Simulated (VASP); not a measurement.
# Al (Fm-3m) in VASP: notebook

The runs below take Al through density of states, with PBE.

Everything below comes from runs of VASP 6.6.1. Logs are shortened: lines on timing, memory, paths and dates and some standing lists are left out, and cuts for length are marked.

## 1. The cell of the first run

Symmetry: Fm-3m, No. 225, cubic system. Conventional cell: a = 3.409 Å, b = 3.409 Å, c = 3.409 Å, α = 90.00°, β = 90.00°, γ = 90.00°. Al (site symmetry m-3m) has 12 Al at 2.41 Å within 3.2 Å.

## 2. Density of states, PBE (volume scaled by 0.6)

POSCAR

```
Al
1.0
    0.0000000000      1.7043011470      1.7043011470
    1.7043011470      0.0000000000      1.7043011470
    1.7043011470      1.7043011470      0.0000000000
Al
1
Direct
    0.0000000000      0.0000000000      0.0000000000
```

INCAR.step1

```
SYSTEM = Al
  PREC = Accurate
  ENCUT = 520
  EDIFF = 1E-7
  ISMEAR = -1
  SIGMA = 0.05
  LREAL = .False.
  LASPH = .True.
  NELM = 60
  ALGO = Normal
  ISIF = 2
  LWAVE = .False.
  LCHARG = .True.
  GGA = PE
  NBANDS = 8
```

KPOINTS.step1

```
regular mesh
0
Gamma
  18 18 18
  0 0 0
```

INCAR.step2

```
SYSTEM = Al
  PREC = Accurate
  ENCUT = 520
  EDIFF = 1E-7
  ISMEAR = -5
  SIGMA = 0.05
  LREAL = .False.
  LASPH = .True.
  NELM = 60
  ALGO = Normal
  ISIF = 2
  LWAVE = .False.
  LCHARG = .False.
  GGA = PE
  LORBIT = 11
  NBANDS = 8
  NEDOS = 2001
  ICHARG = 11
```

KPOINTS.step2

```
regular mesh
0
Gamma
  27 27 27
  0 0 0
```

Potentials or basis: VASP PAW PBE potentials, release 64 (Al).

Launch:

```console
$ cat potpaw_PBE.64/Al/POTCAR > POTCAR
$ cp INCAR.step1 INCAR
$ cp KPOINTS.step1 KPOINTS
$ mpirun -np 1 vasp_std > vasp.out
$ cp INCAR.step2 INCAR
$ cp KPOINTS.step2 KPOINTS
$ mpirun -np 1 vasp_std > vasp.out
```

OUTCAR:

```text
SYSTEM = Al
   PREC = Accurate
   ENCUT = 520
   EDIFF = 1E-7
   ISMEAR = -5
   LREAL = .False.
   LASPH = .True.
   NELM = 60
   ISIF = 2
   GGA = PE
   LORBIT = 11
   ICHARG = 11

 ion  position               nearest neighbor table
   1  0.000  0.000  0.000-

  LATTYP: Found a face centered cubic cell.
 ALAT       =     3.4086022940

  Lattice vectors:

 A1 = (   0.0000000000,   1.7043011470,   1.7043011470)
 A2 = (   1.7043011470,   0.0000000000,   1.7043011470)
 A3 = (   1.7043011470,   1.7043011470,   0.0000000000)

Analysis of symmetry for initial positions (statically):
=====================================================================
 Subroutine PRICEL returns:
 Original cell was already a primitive cell.

 Routine SETGRP: Setting up the symmetry group for a
 face centered cubic supercell.

 Subroutine GETGRP returns: Found 48 space group operations
 (whereof 48 operations were pure point group operations)
 out of a pool of 48 trial point group operations.

The static configuration has the point symmetry O_h .

Analysis of symmetry for dynamics (positions and initial velocities):
=====================================================================
 Subroutine PRICEL returns:
 Original cell was already a primitive cell.

 Routine SETGRP: Setting up the symmetry group for a
 face centered cubic supercell.

 Subroutine GETGRP returns: Found 48 space group operations
 (whereof 48 operations were pure point group operations)
 out of a pool of 48 trial point group operations.

The dynamic configuration has the point symmetry O_h .

 Subroutine INISYM returns: Found 48 space group operations
 (whereof 48 operations are pure point group operations),
 and found     1 'primitive' translations

----------------------------------------------------------------------------------------

                                     Primitive cell

  volume of cell :       9.9008

  direct lattice vectors                    reciprocal lattice vectors
     0.000000000  1.704301147  1.704301147    -0.293375382  0.293375382  0.293375382
     1.704301147  0.000000000  1.704301147     0.293375382 -0.293375382  0.293375382
     1.704301147  1.704301147  0.000000000     0.293375382  0.293375382 -0.293375382

  length of vectors
     2.410245796  2.410245796  2.410245796     0.508141067  0.508141067  0.508141067

  position of ions in fractional coordinates (direct lattice)
[... 78 lines left out ...]
   NELM   =     60;   NELMIN=  2; NELMDL=  0     # of ELM steps
   EDIFF  = 0.1E-06   stopping-criterion for ELM
   LREAL  =      F    real-space projection
   EDIFFG = 0.1E-05   stopping-criterion for IOM
   NSW    =      0    number of steps for IOM
   IBRION =     -1    ionic relax: 0-MD 1-quasi-New 2-CG
   NFREE  =      0    steps in history (QN), initial steepest desc. (CG)
   ISIF   =      2    stress and relaxation
   ISYM   =      2    0-nonsym 1-usesym 2-fastsym
   POTIM  = 0.5000    time-step for ionic-motion
   TEBEG  =    0.0;   TEEND  =   0.0 temperature during run
   PSTRESS=    0.0 pullay stress
   NELECT =       3.0000    total number of electrons
   NUPDOWN=      -1.0000    fix difference up-down
   EMIN   =  10.00;   EMAX   =-10.00  energy-range for DOS
   EFERMI =   0.00;   METHOD = LEGACY
   ISMEAR =    -5;   SIGMA  =   0.05  broadening in eV -4-tet -1-fermi 0-gaus
   EFERMI_NEDOS =   21; number of points for ismear=-14 and -15
   IALGO  =     38    algorithm
   IMIX   =      4    mixing-type and parameters
     AMIX     =   0.40;   BMIX     =  1.00
     AMIX_MAG =   1.60;   BMIX_MAG =  1.00
  volume/ion in A,a.u.               =       9.90        66.81
  Fermi-wavevector in a.u.,A,eV,Ry     =   1.099577  2.077899 16.450385  1.209069
  Thomas-Fermi vector in A             =   2.235974
   LORBIT       =     11    0 simple, 1 ext, 2 COOP (PROOUT), +10 PAW based schemes
   GGA     = PE    functional components
   LHFCALC =     F    Hartree Fock is set to
   AEXX    =    0.0000 exact exchange contribution
   IVDW    =     0    specifies the selected vdW correction
   LEPSILON=     F    determine dielectric tensor
   LRPA    =     F    only Hartree local field effects (RPA)
 non-spin polarized calculation
 Fermi weights with tetrahedron method with Bloechl corrections
  energy-cutoff  :      520.00
  volume of cell :        9.90
 maximum number of plane-waves:       283
 NGX is ok and might be reduce to    18

 number of electron       3.0000000 magnetization

 Free energy of the ion-electron system (eV)
  ---------------------------------------------------
  ext. energy  EPLUGINS =         0.00000000
  ---------------------------------------------------
  free energy    TOTEN  =        -2.17031459 eV

  energy without entropy =       -2.17031459  energy(sigma->0) =       -2.17031459

 E-fermi :  14.3373     XC(G=0): -12.2105

 val. band max:       14.3969866410   @ k =  -0.2222   0.3704   0.1481
 cond. band min:      14.2675081355   @ k =  -0.2963   0.4815   0.1852
 fundamental gap:     -0.1294785055
 Fermi energy:        14.3373264620

 k-point     1 :       0.0000    0.0000    0.0000
  band No.  band energies     occupation
      1      -0.6133      2.00000
      2      30.3476      0.00000
      3      30.3476      0.00000
      4      30.3476      0.00000
      5      35.2035      0.00000
      6      36.5834      0.00000
      7      36.5834      0.00000
      8      36.5834      0.00000
[... 243 lines left out ...]
 k-point    24 :       0.3704    0.0370    0.0000
  band No.  band energies     occupation
      1       4.1629      2.00000
      2      14.1521      1.28101
      3      28.1426      0.00000
      4      28.6882      0.00000
      5      32.7059      0.00000
      6      34.2118      0.00000
      7      34.3598      0.00000
      8      39.6091      0.00000

 [... further k-points ...]
[... 5 lines left out ...]
  --------------------------------------------------------------------------------------
  -------------------------------------------------------------------------------------
  Total        7.3631089      7.3631089      7.3631089     -0.0000000     -0.0000000      0.0000000
  in kB     1191.5240126   1191.5240126   1191.5240126     -0.0000000     -0.0000000      0.0000000
  external PRESSURE =    1191.5240126 kB  Pullay stress =       0.0000000 kB

 VOLUME and BASIS-vectors are now :
 -----------------------------------------------------------------------------
  energy-cutoff  :      520.00
  volume of cell :        9.90
      direct lattice vectors                 reciprocal lattice vectors
     0.000000000  1.704301147  1.704301147    -0.293375382  0.293375382  0.293375382
     1.704301147  0.000000000  1.704301147     0.293375382 -0.293375382  0.293375382
     1.704301147  1.704301147  0.000000000     0.293375382  0.293375382 -0.293375382

 POSITION                                       TOTAL-FORCE (eV/Angst)
 -----------------------------------------------------------------------------------
      0.00000      0.00000      0.00000        -0.000000     -0.000000     -0.000000
 -----------------------------------------------------------------------------------
    total drift:                                0.000000     -0.000000     -0.000000

  FREE ENERGIE OF THE ION-ELECTRON SYSTEM (eV)
  ---------------------------------------------------
  free  energy   TOTEN  =        -2.1703145898 eV

  energy  without entropy=       -2.1703145898  energy(sigma->0) =       -2.17031459

 total charge

# of ion       s       p       d       tot
------------------------------------------
    1        0.471   0.595   0.000   1.067
```

OUTCAR.step1:

```text
SYSTEM = Al
   PREC = Accurate
   ENCUT = 520
   EDIFF = 1E-7
   ISMEAR = -1
   LREAL = .False.
[... 482 lines left out ...]
 -----------------------------------------------------------------------------------
      0.00000      0.00000      0.00000         0.000000      0.000000      0.000000
 -----------------------------------------------------------------------------------
    total drift:                                0.000000     -0.000000      0.000000

  FREE ENERGIE OF THE ION-ELECTRON SYSTEM (eV)
  ---------------------------------------------------
  free  energy   TOTEN  =        -2.1686543762 eV

  energy  without entropy=       -2.1659528931  energy(sigma->0) =       -2.16730363
```

OSZICAR.step1:

```text
N       E                     dE             d eps       ncg     rms          rms(c)
DAV:   1    -0.420210696605E+00   -0.42021E+00   -0.10547E+03  3176   0.220E+02
DAV:   2    -0.223406116011E+01   -0.18139E+01   -0.17845E+01  4768   0.233E+01
DAV:   3    -0.223822377125E+01   -0.41626E-02   -0.41604E-02  3904   0.128E+00
DAV:   4    -0.223823095874E+01   -0.71875E-05   -0.71872E-05  5088   0.401E-02
DAV:   5    -0.223823097255E+01   -0.13806E-07   -0.14488E-07  3904   0.777E-04    0.284E+00
DAV:   6    -0.219575871787E+01    0.42472E-01   -0.66767E-04  3776   0.174E-01    0.163E+00
DAV:   7    -0.216872041240E+01    0.27038E-01   -0.28566E-03  3536   0.334E-01    0.379E-01
DAV:   8    -0.216875600632E+01   -0.35594E-04   -0.64662E-05  4792   0.556E-02    0.194E-01
DAV:   9    -0.216865428509E+01    0.10172E-03   -0.13531E-05  3736   0.251E-02    0.290E-03
DAV:  10    -0.216865437619E+01   -0.91098E-07   -0.44900E-08  5256   0.158E-03
   1 F= -.21686544E+01 E0= -.21673036E+01  d E =-.270148E-02
```

Wall time 27 s (1 thread of Intel Xeon Platinum 8259CL at 2.50GHz (Skylake/Cascade Lake), shared host); peak memory 0.14 GiB.

Results:

* Valence electrons inside the program's atomic spheres: Al 1.07

Caveat: tetrahedron occupations give inexact forces and stress in metals.

## 3. Density of states, PBE (volume scaled by 0.8)

POSCAR

```
Al
1.0
    0.0000000000      1.8758261325      1.8758261325
    1.8758261325      0.0000000000      1.8758261325
    1.8758261325      1.8758261325      0.0000000000
Al
1
Direct
    0.0000000000      0.0000000000      0.0000000000
```

INCAR.step1

```
ALGO = Normal
EDIFF = 1E-6
ENCUT = 520
GGA = PE
ISIF = 2
ISMEAR = -1
LASPH = T
LCHARG = T
LREAL = F
LWAVE = F
NBANDS = 8
NELM = 60
PREC = Accurate
SIGMA = 0.05
```

KPOINTS.step1

```
k-points
0
Gamma
  18 18 18
```

INCAR.step2

```
ALGO = Normal
EDIFF = 1E-6
ENCUT = 520
GGA = PE
ICHARG = 11
ISIF = 2
ISMEAR = -5
LASPH = T
LCHARG = F
LORBIT = 11
LREAL = F
LWAVE = F
NBANDS = 8
NEDOS = 2001
NELM = 60
PREC = Accurate
SIGMA = 0.05
```

KPOINTS.step2

```
k-points
0
Gamma
  27 27 27
```

Potentials or basis: VASP PAW PBE potentials, release 64 (Al).

Launch:

```console
$ cat potpaw_PBE.64/Al/POTCAR > POTCAR
$ cp INCAR.step1 INCAR
$ cp KPOINTS.step1 KPOINTS
$ mpirun -np 1 vasp_std > vasp.out
$ cp INCAR.step2 INCAR
$ cp KPOINTS.step2 KPOINTS
$ mpirun -np 1 vasp_std > vasp.out
```

Wall time 33 s (1 thread of Intel Xeon Platinum 8259CL at 2.50GHz (Skylake/Cascade Lake), shared host); peak memory 0.16 GiB.

It converged, with:

```yaml
Valence_electrons_inside_the_program's_atomic_spheres: Al 0.86
```

Levels at points of the mesh, in eV from the Fermi level:
| k point | band 1 | band 2 | band 3 | band 4 |
| --- | --- | --- | --- | --- |
| (0.00, 0.00, 0.00) | -12.76 | 13.94 | 13.94 | 13.94 |

Caveat: tetrahedron occupations give inexact forces and stress in metals.
